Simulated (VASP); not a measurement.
# FeO (Wuestite) (R-3m) in VASP: further runs, part 2 of 3

VASP 6.6.1. Earlier steps stand in the parts before.

## (3) Single point, PBE+U, collinear spin, ferromagnetic start

Input file INCAR:

```
SYSTEM = FeO
PREC = Accurate
ENCUT = 520
EDIFF = 1E-7
ISMEAR = 0
SIGMA = 0.02
LREAL = .FALSE.
LASPH = .TRUE.
NELM = 150
ALGO = Normal
ISIF = 2
LWAVE = .FALSE.
LCHARG = .TRUE.
ISPIN = 2
MAGMOM = 3.9 0.17
LORBIT = 11
LMAXMIX = 4
LDAU = .TRUE.
LDAUTYPE = 2
LDAUL = 2 -1
LDAUU = 5.3 0
LDAUJ = 0 0
LDAUPRINT = 1
GGA = PE
LELF = .TRUE.
LVHAR = .TRUE.
NBANDS = 18
```

Input file KPOINTS:

```
Automatic mesh
0
G
  12 12 12
  0 0 0
```

Input file POSCAR:

```
FeO
1.0
    1.5844222963      0.9147666393      2.4830575933
   -1.5844222963      0.9147666393      2.4830575933
    0.0000000000     -1.8295332785      2.4830575934
Fe O
1 1
Direct
    0.0000000000      0.0000000000      0.0000000000
    0.5000000000      0.5000000000      0.5000000000
```

Potentials or basis: VASP PAW PBE potentials, release 64 (Fe, O).

Started as:

```console
$ cat potpaw_PBE.64/Fe/POTCAR potpaw_PBE.64/O/POTCAR > POTCAR
$ mpirun -np 1 vasp_std > vasp.out
```

OUTCAR:

```text
SYSTEM = FeO
   PREC = Accurate
   ENCUT = 520
   EDIFF = 1E-7
   ISMEAR = 0
   LREAL = .FALSE.
   LASPH = .TRUE.
   NELM = 150
   ISIF = 2
   ISPIN = 2
   LORBIT = 11
   GGA = PE

 ion  position               nearest neighbor table
   1  0.000  0.000  0.000-   2 2.21   2 2.21   2 2.21   2 2.21   2 2.21   2 2.21
   2  0.500  0.500  0.500-   1 2.21   1 2.21   1 2.21   1 2.21   1 2.21   1 2.21

  LATTYP: Found a trigonal (rhomboedric) cell.
 ALAT       =     3.0842773917
 COS(alpha) =     0.4722052994

  Lattice vectors:

 A1 = (   1.5844222963,   0.9147666393,   2.4830575933)
 A2 = (  -1.5844222963,   0.9147666393,   2.4830575933)
 A3 = (   0.0000000000,  -1.8295332785,   2.4830575934)

Analysis of symmetry for initial positions (statically):
=====================================================================
 Subroutine PRICEL returns:
 Original cell was already a primitive cell.

 Routine SETGRP: Setting up the symmetry group for a
 trigonal (rhombohedral) supercell.

 Subroutine GETGRP returns: Found 12 space group operations
 (whereof 12 operations were pure point group operations)
[... 1234 lines left out ...]
     18      32.4454      0.00000

 [... further k-points ...]

------------------------ aborting loop because EDIFF is reached ----------------------------------------

  FORCE on cell =-STRESS in cart. coord.  units (eV):
  Direction    XX          YY          ZZ          XY          YZ          ZX
  --------------------------------------------------------------------------------------
  -------------------------------------------------------------------------------------
  Total       -1.4090883     -1.4090883     -0.9956111      0.0000000      0.0000000      0.0000000
  in kB     -104.5513130   -104.5513130    -73.8721960      0.0000000      0.0000000      0.0000000
  external PRESSURE =     -94.3249407 kB  Pullay stress =       0.0000000 kB

 VOLUME and BASIS-vectors are now :
 -----------------------------------------------------------------------------
  energy-cutoff  :      520.00
  volume of cell :       21.59
      direct lattice vectors                 reciprocal lattice vectors
     1.584422296  0.914766639  2.483057593     0.315572434  0.182195830  0.134243094
    -1.584422296  0.914766639  2.483057593    -0.315572434  0.182195830  0.134243094
     0.000000000 -1.829533279  2.483057593     0.000000000 -0.364391659  0.134243094

 POSITION                                       TOTAL-FORCE (eV/Angst)
 -----------------------------------------------------------------------------------
      0.00000      0.00000      0.00000         0.000000     -0.000000     -0.000000
      0.00000      0.00000      3.72459        -0.000000      0.000000      0.000000
 -----------------------------------------------------------------------------------
    total drift:                               -0.000000      0.000000     -0.000000

  FREE ENERGIE OF THE ION-ELECTRON SYSTEM (eV)
  ---------------------------------------------------
  free  energy   TOTEN  =       -12.5136718109 eV

  energy  without entropy=      -12.5133606075  energy(sigma->0) =      -12.51351621

 total charge

# of ion       s       p       d       tot
------------------------------------------
    1        0.275   0.320   6.050   6.646
    2        1.553   3.427   0.000   4.980
--------------------------------------------------
tot          1.828   3.747   6.050  11.626

 magnetization (x)

# of ion       s       p       d       tot
------------------------------------------
    1        0.026   0.019   3.802   3.848
    2        0.017   0.144   0.000   0.161
--------------------------------------------------
tot          0.043   0.163   3.802   4.008
```

stdout:

```text
POSCAR found type information on POSCAR FeO
 POSCAR found :  2 types and       2 ions
 scaLAPACK will be used
 LDA part: xc-table for (Slater+PW92), standard interpolation
 POSCAR, INCAR and KPOINTS ok, starting setup
 FFT: planning ... GRIDC
 FFT: planning ... GRID_SOFT
 FFT: planning ... GRID
 WAVECAR not read
 entering main loop
```

Wall time 86 s (1 thread of Intel Xeon Platinum 8488C (Sapphire Rapids), shared host); peak memory 0.23 GiB.

What came out:

- Free energy: -12.5137 eV
- Pressure: -9.4 GPa
- Band gap on the k mesh: zero (filled and empty bands overlap)
- Net moment: 4.00 μB per cell
- Site moments: Fe +3.85; O +0.16 μB
- Valence electrons inside the program's atomic spheres: Fe 6.65; O 4.98

Eigenvalues of the final occupation matrices:
```
    site  spin  trace               eigenvalues
site 1 d     1   4.94  0.97 0.97 0.97 1.01 1.01
site 1 d     2   1.13  0.04 0.08 0.08 0.46 0.46
```

Caveat: a cell with one magnetic atom can't hold antiferromagnetic order, which such compounds often take.

## (4) Relaxation of cell and atoms, PBE+U, collinear spin, ferromagnetic start

Input file INCAR:

```
  ALGO = Normal
  EDIFF = 1E-6
  EDIFFG = -0.005
  ENCUT = 600
  GGA = PE
  IBRION = 2
  ISIF = 3
  ISMEAR = 0
  ISPIN = 2
  LASPH = True
  LCHARG = False
  LDAU = True
  LDAUJ = 0 0
  LDAUL = 2 -1
  LDAUPRINT = 1
  LDAUTYPE = 2
  LDAUU = 5.3 0
  LMAXMIX = 4
  LORBIT = 11
  LREAL = False
  LWAVE = False
  MAGMOM = 3.9 0.17
  NELM = 150
  NSW = 100
  PREC = Accurate
  SIGMA = 0.02
```

Input file KPOINTS:

```
k-points
0
Gamma
  12 12 12
```

POSCAR is that of step 3.

Started as:

```console
$ cat potpaw_PBE.64/Fe/POTCAR potpaw_PBE.64/O/POTCAR > POTCAR
$ mpirun -np 1 vasp_std > vasp.out
```

It took 3.7 min on 1 thread of Intel Xeon 6975P-C (Granite Rapids), shared host; peak memory 0.27 GiB.

The run converged. Its results:

| Quantity | Value |
| --- | --- |
| Free energy | -12.5644 eV |
| Relaxed volume | 10.11 Å³/atom |
| Relaxed cell | a = 3.045 Å, b = 3.045 Å, c = 3.045 Å, α = 60.57°, β = 60.57°, γ = 60.57° |
| Space group after relaxing (to 0.05 Å) | Fm-3m (No. 225) |
| Energy gained by relaxing | 23.8 meV/atom |
| Ionic steps | 5 |
| Pressure after relaxing | 0.0 GPa |
| Band gap on the k mesh | zero (filled and empty bands overlap) |
| Net moment | 4.00 μB per cell |
| Site moments | Fe +3.85; O +0.17 μB |
| Valence electrons inside the program's atomic spheres | Fe 6.75; O 5.01 |

Step by step:
```csv
step,energy change (eV),largest force (eV/Å),pressure (GPa),volume (Å³)
1,0.0000,0.0000,-9.69,21.59
2,-0.0362,0.0000,5.49,19.62
3,-0.0457,0.0000,0.15,20.20
4,-0.0467,0.0000,0.12,20.21
5,-0.0476,0.0000,-0.01,20.23
```

Final structure:
```
Fe O
1.0
     1.53577    0.88668    2.47573
    -1.53577    0.88668    2.47573
     0.00000   -1.77335    2.47573
Fe O
1 1
Direct
  0.00000 0.00000 0.00000
  0.50000 0.50000 0.50000
```

Levels at points of the mesh, in eV from the Fermi level:
Spin up:
```csv
k point,band 5,band 6,band 7,band 8,band 9,band 10,band 11,band 12,band 13
"(0.00, 0.00, 0.00)",-6.40,-6.40,-3.62,-3.62,-3.53,-0.01,14.97,14.97,15.35
"(0.50, 0.00, 0.00)",-6.22,-5.75,-4.54,-1.68,-1.65,4.03,8.21,12.35,12.41
"(0.50, 0.50, 0.00)",-5.81,-5.77,-5.44,-4.82,-4.74,5.00,8.74,9.12,14.48
"(0.50, 0.50, 0.50)",-5.71,-5.71,-4.87,-1.66,-1.66,3.87,8.43,12.18,12.18
```
Spin down:
| k point | band 2 | band 3 | band 4 | band 5 | band 6 | band 7 | band 8 | band 9 |
| --- | --- | --- | --- | --- | --- | --- | --- | --- |
| (0.00, 0.00, 0.00) | -3.29 | -3.29 | -3.20 | -0.95 | -0.95 | 0.75 | 1.56 | 2.08 |
| (0.50, 0.00, 0.00) | -7.97 | -4.84 | -4.55 | 0.36 | 0.39 | 2.69 | 4.22 | 4.24 |
| (0.50, 0.50, 0.00) | -6.88 | -4.48 | -4.37 | -1.80 | 0.45 | 2.41 | 2.70 | 2.97 |
| (0.50, 0.50, 0.50) | -7.73 | -4.68 | -4.68 | 0.15 | 0.15 | 2.67 | 4.30 | 4.30 |

Eigenvalues of the final occupation matrices:
| site | spin | trace | eigenvalues |
| --- | --- | --- | --- |
| site 1 d | 1 | 4.96 | 0.97 0.97 0.97 1.02 1.02 |
| site 1 d | 2 | 1.15 | 0.05 0.09 0.09 0.46 0.46 |

Caveat: a cell with one magnetic atom can't hold antiferromagnetic order, which such compounds often take.

## (5) Phonons, PBE+U, collinear spin, ferromagnetic start

Input file INCAR:

```
PREC = Accurate ; ENCUT = 520
EDIFF = 1E-8 ; ISMEAR = 0
SIGMA = 0.02 ; LREAL = False
LASPH = True ; NELM = 150
ALGO = Normal ; ISIF = 2
LWAVE = False ; LCHARG = False
ISPIN = 2 ; MAGMOM = 3.9 0.17
LORBIT = 11 ; LMAXMIX = 4
LDAU = True ; LDAUTYPE = 2
LDAUL = 2 -1 ; LDAUU = 5.3 0
LDAUJ = 0 0 ; LDAUPRINT = 1
GGA = PE ; IBRION = 6
NFREE = 2 ; POTIM = 0.015
NSW = 1
```

Input file KPOINTS:

```
regular mesh
0
Gamma
  12 12 12
```

Input file POSCAR:

```
FeO
1.0
    1.5845275919      0.9148274318      2.4827944736
   -1.5845275919      0.9148274318      2.4827944736
    0.0000000000     -1.8296548634      2.4827944737
Fe O
1 1
Direct
    0.0000000000      0.0000000000      0.0000000000
    0.5000000000      0.5000000000      0.5000000000
```

Potentials or basis: VASP PAW PBE potentials, release 64 (Fe, O).

Started as:

```console
$ cat potpaw_PBE.64/Fe/POTCAR potpaw_PBE.64/O/POTCAR > POTCAR
$ mpirun -np 1 vasp_std > vasp.out
```

OUTCAR:

```text
PREC = Accurate
   ENCUT = 520
   EDIFF = 1E-8
   ISMEAR = 0
   LREAL = False
   LASPH = True
   NELM = 150
   ISIF = 2
   ISPIN = 2
   LORBIT = 11
   GGA = PE
   IBRION = 6
   NFREE = 2
   POTIM = 0.015
   NSW = 1

 ion  position               nearest neighbor table
   1  0.000  0.000  0.000-   2 2.21   2 2.21   2 2.21   2 2.21   2 2.21   2 2.21
   2  0.500  0.500  0.500-   1 2.21   1 2.21   1 2.21   1 2.21   1 2.21   1 2.21

  LATTYP: Found a trigonal (rhomboedric) cell.
 ALAT       =     3.0841376943
 COS(alpha) =     0.4720873252
[... 1362 lines left out ...]

 Eigenvectors and eigenvalues of the dynamical matrix
 ----------------------------------------------------

   1 f  =    8.519068 THz    53.526883 2PiTHz  284.165522 cm-1    35.232019 meV
             X         Y         Z           dx          dy          dz
      0.000000  0.000000  0.000000     0.000000    0.000000   -0.471976
      0.000000  0.000000  3.724192     0.000000   -0.000000    0.881611
[... 21 lines left out ...]
   6 f/i=    0.005104 THz     0.032069 2PiTHz    0.170249 cm-1     0.021108 meV
             X         Y         Z           dx          dy          dz
      0.000000  0.000000  0.000000     0.080749    0.878252    0.000000
      0.000000  0.000000  3.724192     0.043153    0.469351    0.000000

 ELASTIC MODULI CONTR FROM IONIC RELAXATION (kBar)
 Direction    XX          YY          ZZ          XY          YZ          ZX
 --------------------------------------------------------------------------------
 XX           0.0000      0.0000      0.0000      0.0000      0.0000      0.0000
 YY           0.0000      0.0000      0.0000      0.0000      0.0000      0.0000
 ZZ           0.0000      0.0000      0.0000      0.0000      0.0000      0.0000
 XY           0.0000      0.0000      0.0000      0.0000      0.0000      0.0000
 YZ           0.0000      0.0000      0.0000      0.0000      0.0000      0.0000
 ZX           0.0000      0.0000      0.0000      0.0000      0.0000      0.0000
 --------------------------------------------------------------------------------

 total charge

# of ion       s       p       d       tot
------------------------------------------
    1        0.275   0.320   6.050   6.646
    2        1.553   3.427   0.000   4.980
--------------------------------------------------
tot          1.828   3.747   6.050  11.626

 magnetization (x)

# of ion       s       p       d       tot
------------------------------------------
    1        0.026   0.019   3.802   3.847
    2        0.017   0.144   0.000   0.161
--------------------------------------------------
tot          0.043   0.163   3.802   4.008
```

OSZICAR:

```text
N       E                     dE             d eps       ncg     rms          rms(c)
DAV:   1     0.846850036813E+02    0.84685E+02   -0.72370E+03 10089   0.124E+03
DAV:   2    -0.830042033397E+01   -0.92985E+02   -0.80620E+02 10468   0.250E+02
DAV:   3    -0.150348014937E+02   -0.67344E+01   -0.66181E+01 11258   0.818E+01
DAV:   4    -0.151041748610E+02   -0.69373E-01   -0.69343E-01 10743   0.817E+00
[... 116 lines left out ...]
DAV:   5    -0.125131732075E+02   -0.33798E-05   -0.61336E-05 11122   0.765E-02    0.176E-02
DAV:   6    -0.125131732693E+02   -0.61779E-07   -0.42333E-06 11384   0.341E-02    0.111E-02
DAV:   7    -0.125131731412E+02    0.12804E-06   -0.10810E-06 10021   0.123E-02    0.310E-03
DAV:   8    -0.125131732063E+02   -0.65114E-07   -0.42888E-07 11202   0.767E-03    0.110E-03
DAV:   9    -0.125131732092E+02   -0.29102E-08   -0.18230E-08  8721   0.137E-03
   9 F= -.12513173E+02 E0= -.12513018E+02  d E =-.311081E-03  mag=     4.0012
```

stdout:

```text
POSCAR found type information on POSCAR FeO
 POSCAR found :  2 types and       2 ions
 scaLAPACK will be used
 LDA part: xc-table for (Slater+PW92), standard interpolation
 POSCAR, INCAR and KPOINTS ok, starting setup
 FFT: planning ... GRIDC
 FFT: planning ... GRID_SOFT
 FFT: planning ... GRID
 WAVECAR not read
 entering main loop
 Found     4 degrees of freedom:
 Finite differences POTIM= 0.01500 DOF=   4
 bond charge predicted
 Finite differences progress:
 bond charge predicted
 Finite differences progress:
 bond charge predicted
 Finite differences progress:
 bond charge predicted
 Finite differences progress:
 bond charge predicted
 Finite differences progress:
 bond charge predicted
 Finite differences progress:
 bond charge predicted
 Finite differences progress:
 bond charge predicted
 Finite differences progress:
```

It took 12 min on 1 thread of Intel Xeon Platinum 8375C at 2.90GHz (Ice Lake), shared host; peak memory 0.48 GiB.

What came out:

| Quantity | Value |
| --- | --- |
| Net moment | 4.00 μB per cell |
| Site moments | Fe +3.85; O +0.16 μB |
| Valence electrons inside the program's atomic spheres | Fe 6.65; O 4.98 |
| Highest phonon frequency at Γ, LO-TO splitting left out | 284 cm⁻¹ |

Phonon frequencies in cm⁻¹ (negative: imaginary):
```
              q point        frequencies
(0.000, 0.000, 0.000)  0 0 0 261 261 284
```

Eigenvalues of the final occupation matrices:
| site | spin | trace | eigenvalues |
| --- | --- | --- | --- |
| site 1 d | 1 | 4.94 | 0.97 0.97 0.97 1.01 1.01 |
| site 1 d | 2 | 1.13 | 0.04 0.08 0.08 0.46 0.46 |

Caveat: the cell wasn't relaxed at this level first, which shifts response properties; a cell with one magnetic atom can't hold antiferromagnetic order, which such compounds often take. The state reached can hang on the start; a lower one may exist.

(Continued in part 3 of 3.)
